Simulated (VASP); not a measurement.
# Cr (Im-3m) in VASP: further runs

Cr is run at these levels: PBE; tasks: electric field gradients.

All numbers are computed with VASP 6.6.1; they aren't measurements. Logs are shortened: lines on timing, memory, paths and dates and some standing lists are left out, and cuts for length are marked.

## 1. The cell of the first run

Symmetry: Im-3m, No. 229, cubic system. The conventional cell has a = 2.874 Å, b = 2.874 Å, c = 2.874 Å, α = 90.00°, β = 90.00°, γ = 90.00°. Cr (site symmetry m-3m) has 14 Cr at 2.49 to 2.87 Å within 3.3 Å.

## 2. Electric field gradients, PBE, collinear spin, ferromagnetic start (11.87 Å³/atom)

INCAR

```
SYSTEM = Cr
PREC = Accurate ; ENCUT = 400
EDIFF = 1E-8 ; ISMEAR = -1
SIGMA = 0.08 ; LREAL = .False.
LASPH = .True. ; NELM = 200
ALGO = Normal ; ISIF = 2
LWAVE = .False. ; LCHARG = .False.
ISPIN = 2 ; MAGMOM = 3
LORBIT = 11 ; LMAXMIX = 4
GGA = PE ; LEFG = .True.
NBANDS = 16 ; GGA_COMPAT = .False.
```

KPOINTS

```
regular mesh
0
Gamma
  18 18 18
  0 0 0
```

POSCAR

```
Cr
1.0
   -1.4371273887      1.4371273887      1.4371273887
    1.4371273887     -1.4371273887      1.4371273887
    1.4371273887      1.4371273887     -1.4371273887
Cr
1
Direct
    0.0000000000      0.0000000000      0.0000000000
```

Potentials or basis: VASP PAW PBE potentials, release 64 (Cr_pv).

Launch:

```bash
$ cat potpaw_PBE.64/Cr_pv/POTCAR > POTCAR
$ mpirun -np 1 vasp_std > vasp.out
```

OUTCAR:

```text
SYSTEM = Cr
   PREC = Accurate
   ENCUT = 400
   EDIFF = 1E-8
   ISMEAR = -1
   LREAL = .False.
   LASPH = .True.
   NELM = 200
   ISIF = 2
   ISPIN = 2
   LORBIT = 11
   GGA = PE

 ion  position               nearest neighbor table
   1  0.000  0.000  0.000-

  LATTYP: Found a body centered cubic cell.
 ALAT       =     2.8742547774

  Lattice vectors:

 A1 = (  -1.4371273887,   1.4371273887,   1.4371273887)
 A2 = (   1.4371273887,  -1.4371273887,   1.4371273887)
 A3 = (   1.4371273887,   1.4371273887,  -1.4371273887)

Analysis of symmetry for initial positions (statically):
=====================================================================
 Subroutine PRICEL returns:
 Original cell was already a primitive cell.

 Routine SETGRP: Setting up the symmetry group for a
 body centered cubic supercell.

 Subroutine GETGRP returns: Found 48 space group operations
 (whereof 48 operations were pure point group operations)
 out of a pool of 48 trial point group operations.

The static configuration has the point symmetry O_h .

Analysis of symmetry for dynamics (positions and initial velocities):
=====================================================================
 Subroutine PRICEL returns:
 Original cell was already a primitive cell.

 Routine SETGRP: Setting up the symmetry group for a
 body centered cubic supercell.

 Subroutine GETGRP returns: Found 48 space group operations
 (whereof 48 operations were pure point group operations)
 out of a pool of 48 trial point group operations.

The dynamic configuration has the point symmetry O_h .

Analysis of structural, dynamic, and magnetic symmetry:
=====================================================================
 Subroutine PRICEL returns:
 Original cell was already a primitive cell.

 Routine SETGRP: Setting up the symmetry group for a
 body centered cubic supercell.

 Subroutine GETGRP returns: Found 48 space group operations
 (whereof 48 operations were pure point group operations)
 out of a pool of 48 trial point group operations.

The overall configuration has the point symmetry O_h .

 Subroutine INISYM returns: Found 48 space group operations
 (whereof 48 operations are pure point group operations),
 and found     1 'primitive' translations

----------------------------------------------------------------------------------------

                                     Primitive cell

  volume of cell :      11.8726

  direct lattice vectors                    reciprocal lattice vectors
    -1.437127389  1.437127389  1.437127389     0.000000000  0.347916270  0.347916270
     1.437127389 -1.437127389  1.437127389     0.347916270  0.000000000  0.347916270
     1.437127389  1.437127389 -1.437127389     0.347916270  0.347916270  0.000000000

  length of vectors
     2.489177654  2.489177654  2.489177654     0.492027907  0.492027907  0.492027907

  position of ions in fractional coordinates (direct lattice)
     0.000000000  0.000000000  0.000000000

  ion indices of the primitive-cell ions
   primitive index   ion index
                 1           1

----------------------------------------------------------------------------------------

 KPOINTS: regular mesh

Automatic generation of k-mesh.
 Grid dimensions read from file:
 generate k-points for:   18   18   18

 Generating k-lattice:

  Cartesian coordinates                     Fractional coordinates (reciprocal lattice)
     0.000000000  0.019328682  0.019328682     0.055555556  0.000000000  0.000000000
     0.019328682  0.000000000  0.019328682     0.000000000  0.055555556  0.000000000
     0.019328682  0.019328682  0.000000000     0.000000000  0.000000000  0.055555556

  Length of vectors
     0.027334884  0.027334884  0.027334884

[... 43 lines left out ...]
 SYSTEM =  Cr
   PREC   = accura    normal or accurate (medium, high low for compatibility)
   ISTART =      0    job   : 0-new  1-cont  2-samecut
   ICHARG =      2    charge: 1-file 2-atom 10-const
   ISPIN  =      2    spin polarized calculation?
   LNONCOLLINEAR =      F non collinear calculations
   LSORBIT =      F    spin-orbit coupling
   LASPH  =      T    aspherical Exc in radial PAW
   ENCUT  =  400.0 eV  29.40 Ry    5.42 a.u.   4.06  4.06  4.06*2*pi/ulx,y,z
   NELM   =    200;   NELMIN=  2; NELMDL= -5     # of ELM steps
   EDIFF  = 0.1E-07   stopping-criterion for ELM
   LREAL  =      F    real-space projection
   EDIFFG = 0.1E-06   stopping-criterion for IOM
   NSW    =      0    number of steps for IOM
   IBRION =     -1    ionic relax: 0-MD 1-quasi-New 2-CG
   NFREE  =      0    steps in history (QN), initial steepest desc. (CG)
   ISIF   =      2    stress and relaxation
   ISYM   =      2    0-nonsym 1-usesym 2-fastsym
   POTIM  = 0.5000    time-step for ionic-motion
   TEBEG  =    0.0;   TEEND  =   0.0 temperature during run
   PSTRESS=    0.0 pullay stress
   NELECT =      12.0000    total number of electrons
   NUPDOWN=      -1.0000    fix difference up-down
   EMIN   =  10.00;   EMAX   =-10.00  energy-range for DOS
   EFERMI =   0.00;   METHOD = LEGACY
   ISMEAR =    -1;   SIGMA  =   0.08  broadening in eV -4-tet -1-fermi 0-gaus
   EFERMI_NEDOS =   21; number of points for ismear=-14 and -15
   IALGO  =     38    algorithm
   IMIX   =      4    mixing-type and parameters
     AMIX     =   0.40;   BMIX     =  1.00
     AMIX_MAG =   1.60;   BMIX_MAG =  1.00
  volume/ion in A,a.u.               =      11.87        80.12
  Fermi-wavevector in a.u.,A,eV,Ry     =   1.642933  3.104694 36.725260  2.699230
  Thomas-Fermi vector in A             =   2.733153
   LORBIT       =     11    0 simple, 1 ext, 2 COOP (PROOUT), +10 PAW based schemes
   GGA     = PE    functional components
   LHFCALC =     F    Hartree Fock is set to
   AEXX    =    0.0000 exact exchange contribution
   IVDW    =     0    specifies the selected vdW correction
   LEPSILON=     F    determine dielectric tensor
   LRPA    =     F    only Hartree local field effects (RPA)
 spin polarized calculation
  energy-cutoff  :      400.00
  volume of cell :       11.87
 maximum number of plane-waves:       236
   NGX =  7   NGY =  7   NGZ =  7

 number of electron      11.9999975 magnetization       0.0000007

 number of electron      11.9999975 magnetization      -0.0000000

 Free energy of the ion-electron system (eV)
  ---------------------------------------------------
  ext. energy  EPLUGINS =         0.00000000
  ---------------------------------------------------
  free energy    TOTEN  =        -9.51270556 eV

  energy without entropy =       -9.49545071  energy(sigma->0) =       -9.50407814

 E-fermi :  10.5924     XC(G=0): -13.5161

 val. band max:       10.5712157597   @ k =  -0.3333   0.3333   0.2778
 cond. band min:      10.6032746154   @ k =  -0.3333   0.3333   0.2222
 fundamental gap:      0.0320588556
 Fermi energy:        10.5923549983

 spin component 1

 k-point     1 :       0.0000    0.0000    0.0000
  band No.  band energies     occupation
      1     -32.1752      1.00000
      2     -32.1752      1.00000
      3     -32.1752      1.00000
      4       2.8262      1.00000
      5       9.7096      0.99998
      6       9.7096      0.99998
[... 435 lines left out ...]
      5       8.3066      1.00000
      6      10.2441      0.98730
[... 8 lines left out ...]
     15      40.5075      0.00000
     16      41.2968      0.00000

 [... further k-points ...]

 spin component 2

 k-point     1 :       0.0000    0.0000    0.0000
  band No.  band energies     occupation
      1     -32.1752      1.00000
      2     -32.1752      1.00000
      3     -32.1752      1.00000
      4       2.8262      1.00000
      5       9.7096      0.99998
      6       9.7096      0.99998
[... 435 lines left out ...]
      5       8.3066      1.00000
      6      10.2441      0.98730
[... 8 lines left out ...]
     15      40.5075      0.00000
     16      41.2968      0.00000

 [... further k-points ...]

------------------------ aborting loop because EDIFF is reached ----------------------------------------

  FORCE on cell =-STRESS in cart. coord.  units (eV):
  Direction    XX          YY          ZZ          XY          YZ          ZX
  --------------------------------------------------------------------------------------
  -------------------------------------------------------------------------------------
  Total       -0.6294974     -0.6294974     -0.6294974      0.0000000      0.0000000     -0.0000000
  in kB      -84.9490910    -84.9490910    -84.9490910      0.0000000      0.0000000     -0.0000000
  external PRESSURE =     -84.9490910 kB  Pullay stress =       0.0000000 kB

 VOLUME and BASIS-vectors are now :
 -----------------------------------------------------------------------------
  energy-cutoff  :      400.00
  volume of cell :       11.87
      direct lattice vectors                 reciprocal lattice vectors
    -1.437127389  1.437127389  1.437127389     0.000000000  0.347916270  0.347916270
     1.437127389 -1.437127389  1.437127389     0.347916270  0.000000000  0.347916270
     1.437127389  1.437127389 -1.437127389     0.347916270  0.347916270  0.000000000

 POSITION                                       TOTAL-FORCE (eV/Angst)
 -----------------------------------------------------------------------------------
      0.00000      0.00000      0.00000        -0.000000      0.000000      0.000000
 -----------------------------------------------------------------------------------
    total drift:                               -0.000000      0.000000      0.000000

  FREE ENERGIE OF THE ION-ELECTRON SYSTEM (eV)
  ---------------------------------------------------
  free  energy   TOTEN  =        -9.5127055630 eV

  energy  without entropy=       -9.4954507103  energy(sigma->0) =       -9.50407814

 Electric field gradients (V/A^2)
---------------------------------------------------------------------
 ion       V_xx      V_yy      V_zz      V_xy      V_xz      V_yz
---------------------------------------------------------------------
   1       0.000     0.000     0.000     0.002     0.002     0.002
---------------------------------------------------------------------

 Electric field gradients after diagonalization (V/A^2)
 (convention: |V_zz| > |V_xx| > |V_yy|)
----------------------------------------------------------------------
 ion       V_xx      V_yy      V_zz     asymmetry (V_yy - V_xx)/ V_zz
----------------------------------------------------------------------
   1      -0.002    -0.002     0.004       0.000
----------------------------------------------------------------------

           NMR quadrupolar parameters

 Cq : quadrupolar parameter    Cq=e*Q*V_zz/h
 eta: asymmetry parameters     (V_yy - V_xx)/ V_zz
 Q  : nuclear electric quadrupole moment in mb (millibarn)
----------------------------------------------------------------------
 ion       Cq(MHz)       eta       Q (mb)
----------------------------------------------------------------------
   1       0.000       0.000       1.000
----------------------------------------------------------------------

 total charge

# of ion       s       p       d       tot
------------------------------------------
    1        0.430   6.390   4.179  10.999

 magnetization (x)

# of ion       s       p       d       tot
------------------------------------------
    1       -0.000   0.000  -0.000  -0.000
```

Run time: 35 s. Hardware: 1 thread of AMD EPYC 9R14 (Zen 4), shared host; peak memory 0.12 GiB.

Results:

```
Free energy                                           : -9.5127 eV
Pressure                                              : -8.5 GPa
Band gap on the k mesh                                : zero (filled and empty bands overlap)
Net moment                                            : 0.00 μB per cell
Largest electric field gradient by atom               : zero within the noise of the run
Valence electrons inside the program's atomic spheres : Cr 11.00
```

Levels at points of the mesh, in eV from the Fermi level:
Spin up:
```
           k point  band 3  band 4  band 5  band 6  band 7  band 8  band 9  band 10
(0.00, 0.00, 0.00)  -42.77   -7.77   -0.88   -0.88   -0.88    1.10    1.10     7.10
(0.50, 0.00, 0.00)  -42.77   -4.30   -2.37    1.04    1.09    1.42    2.72     7.09
(0.50, 0.50, 0.50)  -43.35   -4.15   -4.15    2.34    2.34    2.34    7.10    10.35
```
Spin down:
| k point | band 3 | band 4 | band 5 | band 6 | band 7 | band 8 | band 9 | band 10 |
| --- | --- | --- | --- | --- | --- | --- | --- | --- |
| (0.00, 0.00, 0.00) | -42.77 | -7.77 | -0.88 | -0.88 | -0.88 | 1.10 | 1.10 | 7.10 |
| (0.50, 0.00, 0.00) | -42.77 | -4.30 | -2.37 | 1.04 | 1.09 | 1.42 | 2.72 | 7.09 |
| (0.50, 0.50, 0.50) | -43.35 | -4.15 | -4.15 | 2.34 | 2.34 | 2.34 | 7.10 | 10.35 |

Caveat: the cell stands under tension.

## 3. Electric field gradients, PBE, collinear spin, ferromagnetic start (12.71 Å³/atom)

This run uses another cell than the first one, of 12.71 Å³/atom.

INCAR

```
PREC = Accurate ; ENCUT = 400
EDIFF = 1E-8 ; ISMEAR = -1
SIGMA = 0.08 ; LREAL = False
LASPH = True ; NELM = 200
ALGO = Normal ; ISIF = 2
LWAVE = False ; LCHARG = False
ISPIN = 2 ; MAGMOM = 3
LORBIT = 11 ; LMAXMIX = 4
GGA = PE ; LEFG = True
NBANDS = 16 ; GGA_COMPAT = False
```

KPOINTS

```
Automatic mesh
0
Gamma
  18 18 18
```

POSCAR

```
Cr
1.0
   -1.4702307093      1.4702307093      1.4702307093
    1.4702307093     -1.4702307093      1.4702307093
    1.4702307093      1.4702307093     -1.4702307093
Cr
1
Direct
    0.0000000000      0.0000000000      0.0000000000
```

Potentials or basis: VASP PAW PBE potentials, release 64 (Cr_pv).

Launch:

```bash
$ cat potpaw_PBE.64/Cr_pv/POTCAR > POTCAR
$ mpirun -np 1 vasp_std > vasp.out
```

OUTCAR:

```text
PREC = Accurate
   ENCUT = 400
   EDIFF = 1E-8
   ISMEAR = -1
   LREAL = False
   LASPH = True
   NELM = 200
   ISIF = 2
   ISPIN = 2
   LORBIT = 11
   GGA = PE

 ion  position               nearest neighbor table
   1  0.000  0.000  0.000-

  LATTYP: Found a body centered cubic cell.
 ALAT       =     2.9404614186

  Lattice vectors:

 A1 = (  -1.4702307093,   1.4702307093,   1.4702307093)
 A2 = (   1.4702307093,  -1.4702307093,   1.4702307093)
 A3 = (   1.4702307093,   1.4702307093,  -1.4702307093)

Analysis of symmetry for initial positions (statically):
=====================================================================
 Subroutine PRICEL returns:
 Original cell was already a primitive cell.

 Routine SETGRP: Setting up the symmetry group for a
[... 1122 lines left out ...]
  volume of cell :       12.71
      direct lattice vectors                 reciprocal lattice vectors
    -1.470230709  1.470230709  1.470230709     0.000000000  0.340082680  0.340082680
     1.470230709 -1.470230709  1.470230709     0.340082680  0.000000000  0.340082680
     1.470230709  1.470230709 -1.470230709     0.340082680  0.340082680  0.000000000

 POSITION                                       TOTAL-FORCE (eV/Angst)
 -----------------------------------------------------------------------------------
      0.00000      0.00000      0.00000        -0.000000      0.000000      0.000000
 -----------------------------------------------------------------------------------
    total drift:                                0.000000     -0.000000      0.000000

  FREE ENERGIE OF THE ION-ELECTRON SYSTEM (eV)
  ---------------------------------------------------
  free  energy   TOTEN  =        -9.4392179869 eV

  energy  without entropy=       -9.4209779344  energy(sigma->0) =       -9.43009796

 Electric field gradients (V/A^2)
---------------------------------------------------------------------
 ion       V_xx      V_yy      V_zz      V_xy      V_xz      V_yz
---------------------------------------------------------------------
   1      -0.000     0.000    -0.000    -0.005    -0.005    -0.005
---------------------------------------------------------------------

 Electric field gradients after diagonalization (V/A^2)
 (convention: |V_zz| > |V_xx| > |V_yy|)
----------------------------------------------------------------------
 ion       V_xx      V_yy      V_zz     asymmetry (V_yy - V_xx)/ V_zz
----------------------------------------------------------------------
   1       0.005     0.005    -0.010       0.000
----------------------------------------------------------------------

           NMR quadrupolar parameters

 Cq : quadrupolar parameter    Cq=e*Q*V_zz/h
 eta: asymmetry parameters     (V_yy - V_xx)/ V_zz
 Q  : nuclear electric quadrupole moment in mb (millibarn)
----------------------------------------------------------------------
 ion       Cq(MHz)       eta       Q (mb)
----------------------------------------------------------------------
   1      -0.000       0.000       1.000
----------------------------------------------------------------------

 total charge

# of ion       s       p       d       tot
------------------------------------------
    1        0.406   6.349   4.109  10.864

 magnetization (x)

# of ion       s       p       d       tot
------------------------------------------
    1        0.000  -0.000   0.000   0.000
```

OSZICAR:

```text
N       E                     dE             d eps       ncg     rms          rms(c)
DAV:   1     0.701908969699E+02    0.70191E+02   -0.53364E+03 12928   0.699E+02
DAV:   2    -0.855921714308E+01   -0.78750E+02   -0.75211E+02 13440   0.218E+02
DAV:   3    -0.980885784507E+01   -0.12496E+01   -0.12457E+01 14440   0.311E+01
DAV:   4    -0.981329824901E+01   -0.44404E-02   -0.44403E-02 14152   0.182E+00
DAV:   5    -0.981333063875E+01   -0.32390E-04   -0.32390E-04 14512   0.139E-01    0.171E+01
DAV:   6    -0.938784799755E+01    0.42548E+00   -0.23947E+00 12832   0.264E+01    0.373E+00
DAV:   7    -0.943988716011E+01   -0.52039E-01   -0.17065E-01 13048   0.309E+00    0.215E+00
DAV:   8    -0.944234323058E+01   -0.24561E-02   -0.46125E-03 14192   0.871E-01    0.978E-01
DAV:   9    -0.943888681063E+01    0.34564E-02   -0.14438E-03 13888   0.462E-01    0.276E-01
DAV:  10    -0.943919694996E+01   -0.31014E-03   -0.31035E-04 13136   0.199E-01    0.639E-02
DAV:  11    -0.943922152581E+01   -0.24576E-04   -0.96287E-06 14376   0.382E-02    0.212E-02
DAV:  12    -0.943922113313E+01    0.39268E-06   -0.28111E-06 13352   0.143E-02    0.957E-03
DAV:  13    -0.943921806387E+01    0.30693E-05   -0.70282E-07 13056   0.773E-03    0.339E-03
DAV:  14    -0.943921789326E+01    0.17062E-06   -0.23224E-07 13216   0.528E-03    0.543E-04
DAV:  15    -0.943921794836E+01   -0.55103E-07   -0.50110E-09 10048   0.819E-04    0.237E-04
DAV:  16    -0.943921797817E+01   -0.29808E-07   -0.64982E-10  6552   0.262E-04    0.763E-05
DAV:  17    -0.943921798693E+01   -0.87614E-08   -0.14231E-10  6416   0.123E-04
   1 F= -.94392180E+01 E0= -.94300980E+01  d E =-.182401E-01  mag=     0.0000
```

stdout:

```text
POSCAR found type information on POSCAR Cr
 POSCAR found :  1 types and       1 ions
 scaLAPACK will be used
 LDA part: xc-table for (Slater+PW92), standard interpolation
 POSCAR, INCAR and KPOINTS ok, starting setup
 FFT: planning ... GRIDC
 FFT: planning ... GRID_SOFT
 FFT: planning ... GRID
 WAVECAR not read
 entering main loop
ion   1
```

Wall time 46 s (1 thread of AMD EPYC 9R14 (Zen 4), shared host); peak memory 0.12 GiB.

Results:

| Quantity | Value |
| --- | --- |
| Free energy | -9.4392 eV |
| Pressure | -21.7 GPa |
| Band gap on the k mesh | zero (filled and empty bands overlap) |
| Net moment | 0.00 μB per cell |
| Largest electric field gradient by atom | zero within the noise of the run |
| Valence electrons inside the program's atomic spheres | Cr 10.86 |

Caveat: the cell stands under tension.
